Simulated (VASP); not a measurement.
Runs of VASP 6.6.1 on Ti. The structure is that of space group Im-3m (No. 229), or close to it. The cells are those of the table. 

```tsv
task	cell	cutoff (eV)	gap on the mesh (eV)	pressure (GPa)
relaxation of cell and atoms	relaxed to 350 GPa from a = 2.114 Å, angles 109.5°, 1 atom	600	none	349.9
relaxation of cell and atoms	relaxed to 350 GPa from a = 2.098 Å, angles 109.5°, 1 atom	600	none	349.9
single point	a = 2.099 Å, angles 109.5°, 1 atom	520	none	363.0
single point	a = 2.098 Å, angles 109.5°, 1 atom	520	none	(a)
```

Alike in all rows: level PBE; potentials or basis VASP PAW PBE potentials, release 64 (Ti_sv); no spin polarisation; k mesh 22 × 22 × 22; smearing fermi-dirac 0.05 eV.

Fill in the values left out.

(a) 364.5.

Caveats: the cell is relaxed towards a set pressure, so the enthalpy falls and the energy may rise (some runs).

A gap of «none» marks levels without a gap at the run's occupations.
